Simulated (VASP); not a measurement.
# YCuSe3 (Pm-3m) in VASP: further runs, part 2 of 2

VASP 6.6.1.

### 3 Single point, r2SCAN, collinear spin

This run uses another cell than the first one, of 22.35 Å³/atom.

File POSCAR:

```
YCuSe3
1.0
    4.8163985371      0.0000000000      0.0000000000
    0.0000000000      4.8163985371      0.0000000000
    0.0000000000      0.0000000000      4.8163985371
Y Cu Se
1 1 3
Direct
    0.0000000000      0.0000000000      0.0000000000
    0.5000000000      0.5000000000      0.5000000000
    0.0000000000      0.5000000000      0.5000000000
    0.5000000000      0.0000000000      0.5000000000
    0.5000000000      0.5000000000      0.0000000000
```

File INCAR.step1:

```
PREC = Accurate ; ENCUT = 520
ISMEAR = 0 ; SIGMA = 0.1
LREAL = F ; LASPH = T
NELM = 150 ; ISPIN = 2
MAGMOM = 0 1 0 0 0 ; LMAXMIX = 4
NBANDS = 32 ; GGA = PE
ALGO = Normal ; EDIFF = 1E-4
LWAVE = T ; LCHARG = F
```

File INCAR.step2:

```
PREC = Accurate ; ENCUT = 520
EDIFF = 1E-7 ; ISMEAR = 0
SIGMA = 0.1 ; LREAL = F
LASPH = T ; NELM = 150
ALGO = Normal ; ISIF = 2
LWAVE = F ; LCHARG = F
ISPIN = 2 ; MAGMOM = 0 1 0 0 0
LORBIT = 11 ; LMAXMIX = 4
METAGGA = R2SCAN ; LMIXTAU = T
NBANDS = 32 ; ISTART = 1
```

File KPOINTS:

```
Automatic mesh
0
Gamma
  4 4 4
```

Potentials or basis: VASP PAW PBE potentials, release 64 (Y_sv, Cu, Se).

The run is started by

```sh
cat potpaw_PBE.64/Y_sv/POTCAR potpaw_PBE.64/Cu/POTCAR potpaw_PBE.64/Se/POTCAR > POTCAR
cp INCAR.step1 INCAR
mpirun -np 1 vasp_std > vasp.out
cp INCAR.step2 INCAR
mpirun -np 1 vasp_std > vasp.out
```

OUTCAR:

```text
PREC = Accurate
   ENCUT = 520
   EDIFF = 1E-7
   ISMEAR = 0
   LREAL = F
   LASPH = T
   NELM = 150
   ISIF = 2
   ISPIN = 2
   LORBIT = 11
   METAGGA = R2SCAN
   ISTART = 1

 ion  position               nearest neighbor table
   1  0.000  0.000  0.000-   3 3.41   4 3.41   5 3.41   3 3.41   4 3.41   3 3.41   5 3.41   3 3.41
                             4 3.41   5 3.41   4 3.41   5 3.41
   2  0.500  0.500  0.500-   3 2.41   4 2.41   5 2.41   5 2.41   4 2.41   3 2.41
   3  0.000  0.500  0.500-   2 2.41   2 2.41   1 3.41   1 3.41   1 3.41   1 3.41
   4  0.500  0.000  0.500-   2 2.41   2 2.41   1 3.41   1 3.41   1 3.41   1 3.41
   5  0.500  0.500  0.000-   2 2.41   2 2.41   1 3.41   1 3.41   1 3.41   1 3.41

  LATTYP: Found a simple cubic cell.
 ALAT       =     4.8163985371

  Lattice vectors:

 A1 = (   4.8163985371,   0.0000000000,   0.0000000000)
 A2 = (   0.0000000000,   4.8163985371,   0.0000000000)
 A3 = (   0.0000000000,   0.0000000000,   4.8163985371)

Analysis of symmetry for initial positions (statically):
=====================================================================
 Subroutine PRICEL returns:
 Original cell was already a primitive cell.

 Routine SETGRP: Setting up the symmetry group for a
 simple cubic supercell.

 Subroutine GETGRP returns: Found 48 space group operations
 (whereof 48 operations were pure point group operations)
 out of a pool of 48 trial point group operations.

The static configuration has the point symmetry O_h .

Analysis of symmetry for dynamics (positions and initial velocities):
=====================================================================
 Subroutine PRICEL returns:
 Original cell was already a primitive cell.

 Routine SETGRP: Setting up the symmetry group for a
 simple cubic supercell.
[... 162 lines left out ...]

 val. band max:        4.4552811732   @ k =   0.5000   0.2500   0.2500
 cond. band min:       4.6249537835   @ k =   0.5000   0.5000   0.2500
 fundamental gap:      0.1696726103
 Fermi energy:         4.6136360062

 spin component 1

 k-point     1 :       0.0000    0.0000    0.0000
  band No.  band energies     occupation
      1     -41.5706      1.00000
      2     -20.7476      1.00000
      3     -20.7476      1.00000
      4     -20.7476      1.00000
      5     -10.4001      1.00000
      6      -8.0881      1.00000
[... 339 lines left out ...]
     31      14.3433      0.00000
     32      14.3433      0.00000
 Fermi energy:         4.6136360062

 spin component 2

 k-point     1 :       0.0000    0.0000    0.0000
  band No.  band energies     occupation
      1     -41.5706      1.00000
      2     -20.7476      1.00000
      3     -20.7476      1.00000
      4     -20.7476      1.00000
      5     -10.4001      1.00000
      6      -8.0881      1.00000
[... 339 lines left out ...]
     31      14.3433      0.00000
     32      14.3433      0.00000

------------------------ aborting loop because EDIFF is reached ----------------------------------------

  FORCE on cell =-STRESS in cart. coord.  units (eV):
  Direction    XX          YY          ZZ          XY          YZ          ZX
  --------------------------------------------------------------------------------------
  -------------------------------------------------------------------------------------
  Total       -0.9759095     -0.9759095     -0.9759095      0.0000000      0.0000000      0.0000000
  in kB      -13.9943554    -13.9943554    -13.9943554      0.0000000      0.0000000      0.0000000
  external PRESSURE =     -13.9943554 kB  Pullay stress =       0.0000000 kB

 VOLUME and BASIS-vectors are now :
 -----------------------------------------------------------------------------
  energy-cutoff  :      520.00
  volume of cell :      111.73
      direct lattice vectors                 reciprocal lattice vectors
     4.816398537  0.000000000  0.000000000     0.207624015  0.000000000  0.000000000
     0.000000000  4.816398537  0.000000000     0.000000000  0.207624015  0.000000000
     0.000000000  0.000000000  4.816398537     0.000000000  0.000000000  0.207624015

 POSITION                                       TOTAL-FORCE (eV/Angst)
 -----------------------------------------------------------------------------------
      0.00000      0.00000      0.00000         0.000000      0.000000      0.000000
      2.40820      2.40820      2.40820         0.000000      0.000000      0.000000
      0.00000      2.40820      2.40820         0.000000      0.000000      0.000000
      2.40820      0.00000      2.40820         0.000000      0.000000      0.000000
      2.40820      2.40820      0.00000         0.000000      0.000000      0.000000
 -----------------------------------------------------------------------------------
    total drift:                                0.000000      0.000000      0.000000

  FREE ENERGIE OF THE ION-ELECTRON SYSTEM (eV)
  ---------------------------------------------------
  free  energy   TOTEN  =       -77.1894789212 eV

  energy  without entropy=      -77.1685940633  energy(sigma->0) =      -77.17903649

 total charge

# of ion       s       p       d       f       tot
--------------------------------------------------
    1        2.096   6.089   0.627   0.024   8.837
    2        0.418   0.446   9.190   0.000  10.053
    3        1.476   2.380   0.034   0.000   3.890
    4        1.476   2.380   0.034   0.000   3.890
    5        1.476   2.380   0.034   0.000   3.890
--------------------------------------------------
tot          6.942  13.676   9.918   0.024  30.560

 magnetization (x)

# of ion       s       p       d       f       tot
--------------------------------------------------
    1       -0.000  -0.000  -0.000  -0.000  -0.000
    2        0.000   0.000  -0.000   0.000   0.000
    3       -0.000  -0.000   0.000   0.000  -0.000
    4       -0.000  -0.000   0.000   0.000  -0.000
    5       -0.000  -0.000   0.000   0.000  -0.000
--------------------------------------------------
tot         -0.000  -0.000  -0.000  -0.000  -0.000
```

OSZICAR.step1:

```text
N       E                     dE             d eps       ncg     rms          rms(c)
DAV:   1     0.276426868221E+03    0.27643E+03   -0.16948E+04  1280   0.126E+03
DAV:   2     0.260221498308E+01   -0.27382E+03   -0.25543E+03  1424   0.306E+02
DAV:   3    -0.259795286997E+02   -0.28582E+02   -0.27532E+02  1640   0.905E+01
DAV:   4    -0.273858874353E+02   -0.14064E+01   -0.13934E+01  1968   0.191E+01
DAV:   5    -0.274165067779E+02   -0.30619E-01   -0.30608E-01  1584   0.242E+00    0.190E+01
DAV:   6    -0.284912137837E+02   -0.10747E+01   -0.50432E+01  1512   0.151E+02    0.165E+01
DAV:   7    -0.232680093280E+02    0.52232E+01   -0.15763E+01  1672   0.669E+01    0.980E+00
DAV:   8    -0.233485083738E+02   -0.80499E-01   -0.41274E+00  1952   0.409E+01    0.641E+00
DAV:   9    -0.234148717970E+02   -0.66363E-01   -0.48434E+00  1688   0.488E+01    0.446E+00
DAV:  10    -0.231739609153E+02    0.24091E+00   -0.53624E-01  1616   0.183E+01    0.156E+00
DAV:  11    -0.231471915445E+02    0.26769E-01   -0.19548E-01  1880   0.923E+00    0.275E-01
DAV:  12    -0.231511249491E+02   -0.39334E-02   -0.38776E-02  1712   0.917E-01    0.334E-01
DAV:  13    -0.231514639684E+02   -0.33902E-03   -0.16899E-03  1904   0.823E-01    0.222E-01
DAV:  14    -0.231508710875E+02    0.59288E-03   -0.25652E-03  1704   0.129E+00    0.168E-01
DAV:  15    -0.231508751947E+02   -0.41072E-05   -0.24943E-04  1152   0.124E-01
   1 F= -.23150875E+02 E0= -.23139939E+02  d E =-.218724E-01  mag=    -0.0024
```

Wall time 5.4 min (1 thread of Intel Xeon Platinum 8259CL at 2.50GHz (Skylake/Cascade Lake), shared host); peak memory 0.3 GiB.

What came out:

```yaml
Free_energy: -77.1895 eV
Pressure: -1.4 GPa
Band_gap_on_the_k_mesh: zero (filled and empty bands overlap)
Net_moment: 0.00 μB per cell
Valence_electrons_inside_the_program's_atomic_spheres: Y 8.84; Cu 10.05; Se 3.89
```

Levels at points of the mesh, in eV from the Fermi level:
Spin up:
```csv
k point,band 16,band 17,band 18,band 19,band 20,band 21,band 22,band 23,band 24,band 25
"(0.00, 0.00, 0.00)",-1.56,-1.56,-1.56,-0.55,-0.55,-0.55,0.34,0.91,0.91,1.37
"(0.50, 0.00, 0.00)",-2.92,-1.84,-1.84,-1.76,-1.23,-1.23,1.48,1.83,3.10,3.39
"(0.50, 0.50, 0.00)",-2.71,-2.71,-2.21,-2.21,-0.18,1.60,1.81,1.95,3.05,3.46
"(0.50, 0.50, 0.50)",-2.84,0.27,0.27,0.27,1.20,1.67,1.67,1.86,1.86,1.86
```
Spin down:
| k point | band 17 | band 18 | band 19 | band 20 | band 21 | band 22 | band 23 | band 24 |
| --- | --- | --- | --- | --- | --- | --- | --- | --- |
| (0.00, 0.00, 0.00) | -1.56 | -1.56 | -0.55 | -0.55 | -0.55 | 0.34 | 0.91 | 0.91 |
| (0.50, 0.00, 0.00) | -1.84 | -1.84 | -1.76 | -1.23 | -1.23 | 1.48 | 1.83 | 3.10 |
| (0.50, 0.50, 0.00) | -2.71 | -2.21 | -2.21 | -0.18 | 1.60 | 1.81 | 1.95 | 3.05 |
| (0.50, 0.50, 0.50) | 0.27 | 0.27 | 0.27 | 1.20 | 1.67 | 1.67 | 1.86 | 1.86 |

Caveat: the PAW data sets were made with another functional, which shifts forces and pressure a little.

The gap in the log of VASP goes by the Fermi energy; the results here count the filled bands.